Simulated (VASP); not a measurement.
# InP (Fm-3m) in VASP: a series of runs

Runs on InP. Level: LDA. Tasks: elastic constants, vibrations by perturbation theory.

Everything below comes from runs of VASP 6.6.1. Logs are shortened: lines on timing, memory, paths and dates and some standing lists are left out, and cuts for length are marked.

**1. The cell of the first run**

Symmetry: Fm-3m, No. 225, cubic system. The conventional cell has a = 5.020 Å, b = 5.020 Å, c = 5.020 Å, α = 90.00°, β = 90.00°, γ = 90.00°. In (site symmetry m-3m) has 6 P at 2.51 Å within 3.3 Å. Within 3.3 Å of P (site symmetry m-3m) lie 6 In at 2.51 Å.

**2. Elastic constants, LDA**

INCAR reads:

```
PREC = Accurate
ENCUT = 600
EDIFF = 1E-8
ISMEAR = -1
SIGMA = 0.15
LREAL = F
LASPH = T
NELM = 60
ALGO = Normal
ISIF = 3
LWAVE = F
LCHARG = F
IBRION = 6
NFREE = 2
POTIM = 0.015
NSW = 1
```

KPOINTS reads:

```
regular mesh
0
Gamma
  14 14 14
```

POSCAR reads:

```
InP
1.0
    0.0000000000      2.5099681019      2.5099681019
    2.5099681019      0.0000000000      2.5099681019
    2.5099681019      2.5099681019      0.0000000000
In P
1 1
Direct
    0.0000000000      0.0000000000      0.0000000000
    0.5000000000      0.5000000000      0.5000000000
```

Potentials or basis: VASP PAW LDA potentials, release 64 (In_d, P).

Command:

```
cat potpaw_LDA.64/In_d/POTCAR potpaw_LDA.64/P/POTCAR > POTCAR
mpirun -np 1 vasp_std > vasp.out
```

OUTCAR:

```text
PREC = Accurate
   ENCUT = 600
   EDIFF = 1E-8
   ISMEAR = -1
   LREAL = F
   LASPH = T
   NELM = 60
   ISIF = 3
   IBRION = 6
   NFREE = 2
   POTIM = 0.015
   NSW = 1

 ion  position               nearest neighbor table
   1  0.000  0.000  0.000-   2 2.51   2 2.51   2 2.51   2 2.51   2 2.51   2 2.51
   2  0.500  0.500  0.500-   1 2.51   1 2.51   1 2.51   1 2.51   1 2.51   1 2.51

  LATTYP: Found a face centered cubic cell.
 ALAT       =     5.0199362038

  Lattice vectors:

 A1 = (   0.0000000000,   2.5099681019,   2.5099681019)
 A2 = (   2.5099681019,   0.0000000000,   2.5099681019)
 A3 = (   2.5099681019,   2.5099681019,   0.0000000000)

Analysis of symmetry for initial positions (statically):
=====================================================================
 Subroutine PRICEL returns:
 Original cell was already a primitive cell.

 Routine SETGRP: Setting up the symmetry group for a
 face centered cubic supercell.

 Subroutine GETGRP returns: Found 48 space group operations
 (whereof 48 operations were pure point group operations)
 out of a pool of 48 trial point group operations.

The static configuration has the point symmetry O_h .

Analysis of symmetry for dynamics (positions and initial velocities):
=====================================================================
 Subroutine PRICEL returns:
 Original cell was already a primitive cell.

 Routine SETGRP: Setting up the symmetry group for a
 face centered cubic supercell.

 Subroutine GETGRP returns: Found 48 space group operations
 (whereof 48 operations were pure point group operations)
 out of a pool of 48 trial point group operations.

The dynamic configuration has the point symmetry O_h .

 Subroutine INISYM returns: Found 48 space group operations
 (whereof 48 operations are pure point group operations),
 and found     1 'primitive' translations

----------------------------------------------------------------------------------------

                                     Primitive cell

  volume of cell :      31.6253

  direct lattice vectors                    reciprocal lattice vectors
     0.000000000  2.509968102  2.509968102    -0.199205719  0.199205719  0.199205719
     2.509968102  0.000000000  2.509968102     0.199205719 -0.199205719  0.199205719
     2.509968102  2.509968102  0.000000000     0.199205719  0.199205719 -0.199205719

  length of vectors
     3.549630931  3.549630931  3.549630931     0.345034426  0.345034426  0.345034426

  position of ions in fractional coordinates (direct lattice)
     0.000000000  0.000000000  0.000000000
     0.500000000  0.500000000  0.500000000

  ion indices of the primitive-cell ions
   primitive index   ion index
                 1           1
                 2           2

----------------------------------------------------------------------------------------

 KPOINTS: regular mesh

Automatic generation of k-mesh.
 Grid dimensions read from file:
 generate k-points for:   14   14   14

 Generating k-lattice:

  Cartesian coordinates                     Fractional coordinates (reciprocal lattice)
    -0.014228980  0.014228980  0.014228980     0.071428571  0.000000000  0.000000000
     0.014228980 -0.014228980  0.014228980     0.000000000  0.071428571  0.000000000
     0.014228980  0.014228980 -0.014228980     0.000000000  0.000000000  0.071428571

  Length of vectors
[... 110 lines left out ...]
  -------------------------------------------------------------------------------------
  Total        6.9613027      6.9613027      6.9613027      0.0000000      0.0000000      0.0000000
  in kB      352.6683615    352.6683615    352.6683615      0.0000000      0.0000000      0.0000000
  external PRESSURE =     352.6683615 kB  Pullay stress =       0.0000000 kB
[... 89 lines left out ...]
  FREE ENERGIE OF THE ION-ELECTRON SYSTEM (eV)
  ---------------------------------------------------
  free  energy   TOTEN  =        -8.5115606190 eV

  energy  without entropy=       -8.4602868892  energy(sigma->0) =       -8.48592375

[... ionic steps 4 to 14 ...]

--------------------------------------- Ionic step       15  -------------------------------------------

 number of electron      17.9999998 magnetization

------------------------ aborting loop because EDIFF is reached ----------------------------------------
[... 67 lines left out ...]
--------------------------------------- Ionic step       17  -------------------------------------------

 number of electron      17.9999995 magnetization

 Free energy of the ion-electron system (eV)
  ---------------------------------------------------
  ext. energy  EPLUGINS =         0.00000000
  ---------------------------------------------------
  free energy    TOTEN  =        -8.62573405 eV

  energy without entropy =       -8.57332042  energy(sigma->0) =       -8.59952724

 E-fermi :  11.1506     XC(G=0): -12.0400

 val. band max:       11.1394836646   @ k =   0.0000  -0.4286   0.3571
 cond. band min:      11.2418809398   @ k =   0.3571   0.0714   0.5000
 fundamental gap:      0.1023972753
 Fermi energy:        11.1505661687

 k-point     1 :       0.0000    0.0000    0.0000
  band No.  band energies     occupation
      1      -3.7271      2.00000
      2      -3.7266      2.00000
      3      -3.6820      2.00000
      4      -3.6820      2.00000
      5      -3.6818      2.00000
      6      -3.5411      2.00000
      7      10.5161      1.97130
      8      10.5164      1.97125
      9      10.5164      1.97125
     10      14.2815      0.00000
     11      18.2527      0.00000
     12      18.2527      0.00000
     13      18.2532      0.00000
[... 354 lines left out ...]
  band No.  band energies     occupation
      1      -3.9891      2.00000
      2      -3.7379      2.00000
      3      -3.7291      2.00000
      4      -3.5954      2.00000
      5      -3.5432      2.00000
      6      -2.1405      2.00000
      7       6.8322      2.00000
      8       9.5444      1.99996
      9      10.2142      1.99612
     10      13.8300      0.00000
     11      15.9542      0.00000
     12      17.5871      0.00000
     13      18.1362      0.00000

 [... further k-points ...]

------------------------ aborting loop because EDIFF is reached ----------------------------------------

  FORCE on cell =-STRESS in cart. coord.  units (eV):
  Direction    XX          YY          ZZ          XY          YZ          ZX
  --------------------------------------------------------------------------------------
  -------------------------------------------------------------------------------------
  Total        6.9752280      6.9593839      6.9593839      0.0000000     -0.0000000      0.0000000
  in kB      353.3738347    352.5711490    352.5711490      0.0000000     -0.0000000      0.0000000
  external PRESSURE =     352.8387109 kB  Pullay stress =       0.0000000 kB
[... 17 lines left out ...]
  FREE ENERGIE OF THE ION-ELECTRON SYSTEM (eV)
  ---------------------------------------------------
  free  energy   TOTEN  =        -8.6257340478 eV

  energy  without entropy=       -8.5733204245  energy(sigma->0) =       -8.59952724

 INTERNAL STRAIN TENSORS FROM STRAINED CELLS
 ============================================

 INTERNAL STRAIN TENSOR FOR ION    1 for displacements in x,y,z  (eV/Angst):
          X           Y           Z          XY          YZ          ZX
  --------------------------------------------------------------------------------
  x     0.00000    -0.00000    -0.00000     0.00000    -0.00000     0.00000
  y    -0.00000     0.00000     0.00000    -0.00000     0.00000     0.00000
  z     0.00000     0.00000     0.00000     0.00000    -0.00000     0.00000

 INTERNAL STRAIN TENSORS FROM DISPLACED ATOMS
 ============================================

 INTERNAL STRAIN TENSOR FOR ION    1 for displacements in x,y,z  (eV/Angst):
          X           Y           Z          XY          YZ          ZX
  --------------------------------------------------------------------------------
  x     0.00000     0.00000     0.00000     0.00000     0.00000     0.00000
  y     0.00000     0.00000     0.00000     0.00000     0.00000     0.00000
  z     0.00000     0.00000     0.00000     0.00000     0.00000     0.00000

 INTERNAL STRAIN TENSOR FOR ION    2 for displacements in x,y,z  (eV/Angst):
          X           Y           Z          XY          YZ          ZX
  --------------------------------------------------------------------------------
  x     0.00000     0.00000     0.00000     0.00000     0.00000     0.00000
  y     0.00000     0.00000     0.00000     0.00000     0.00000     0.00000
  z     0.00000     0.00000     0.00000     0.00000     0.00000     0.00000

 Eigenvectors and eigenvalues of the dynamical matrix
 ----------------------------------------------------

   1 f  =    9.310381 THz    58.498851 2PiTHz  310.560892 cm-1    38.504626 meV
             X         Y         Z           dx          dy          dz
      0.000000  0.000000  0.000000     0.000000    0.460693    0.000000
      2.509968  2.509968  2.509968     0.000000   -0.887559    0.000000
[... 21 lines left out ...]
   6 f/i=    0.002415 THz     0.015174 2PiTHz    0.080558 cm-1     0.009988 meV
             X         Y         Z           dx          dy          dz
      0.000000  0.000000  0.000000     0.000000    0.000000    0.887559
      2.509968  2.509968  2.509968     0.000000    0.000000    0.460693

--------------------------------------------------------------------------------------------------------

 ELASTIC MODULI CONTR FROM IONIC RELAXATION (kBar)
 Direction    XX          YY          ZZ          XY          YZ          ZX
 --------------------------------------------------------------------------------
 XX           0.0000      0.0000      0.0000      0.0000      0.0000      0.0000
 YY           0.0000      0.0000      0.0000      0.0000      0.0000      0.0000
 ZZ           0.0000      0.0000      0.0000      0.0000      0.0000      0.0000
 XY           0.0000      0.0000      0.0000      0.0000      0.0000      0.0000
 YZ           0.0000      0.0000      0.0000      0.0000      0.0000      0.0000
 ZX           0.0000      0.0000      0.0000      0.0000      0.0000      0.0000
 --------------------------------------------------------------------------------

 TOTAL ELASTIC MODULI (kBar)
 Direction    XX          YY          ZZ          XY          YZ          ZX
 --------------------------------------------------------------------------------
 XX        4267.0360    851.3371    851.3371      0.0000      0.0000      0.0000
 YY         851.3371   4267.0360    851.3371      0.0000     -0.0000      0.0000
 ZZ         851.3371    851.3371   4267.0360     -0.0000      0.0000     -0.0000
 XY           0.0000      0.0000     -0.0000    351.4908     -0.0000     -0.0000
 YZ           0.0000     -0.0000      0.0000     -0.0000    351.4908     -0.0000
 ZX           0.0000      0.0000     -0.0000     -0.0000     -0.0000    351.4908
 --------------------------------------------------------------------------------
```

It took 59 min on 1 thread of Intel Xeon Platinum 8375C at 2.90GHz (Ice Lake), shared host; peak memory 0.69 GiB.

What came out:

```
Elastic constants C11, C12, C44                         : 427, 85, 35 GPa
Voigt bulk modulus                                      : 199 GPa
Highest phonon frequency at Γ, LO-TO splitting left out : 311 cm⁻¹
```

Phonon frequencies in cm⁻¹ (negative: imaginary):
```csv
q point,frequencies
"(0.000, 0.000, 0.000)",0 0 0 311 311 311
```

Elastic tensor in Voigt notation (GPa, in the Cartesian axes of the cell as first typed):
```
427  85  85   0   0   0
 85 427  85   0   0   0
 85  85 427   0   0   0
  0   0   0  35   0   0
  0   0   0   0  35   0
  0   0   0   0   0  35
```

Clamped-ion elastic tensor (GPa):
```
427  85  85   0   0   0
 85 427  85   0   0   0
 85  85 427   0   0   0
  0   0   0  35   0   0
  0   0   0   0  35   0
  0   0   0   0   0  35
```

Caveat: the cell is under stress, which shifts elastic constants; spin-orbit coupling is left out, which moves the levels of the heavy elements.

[end of part 1 of 3]
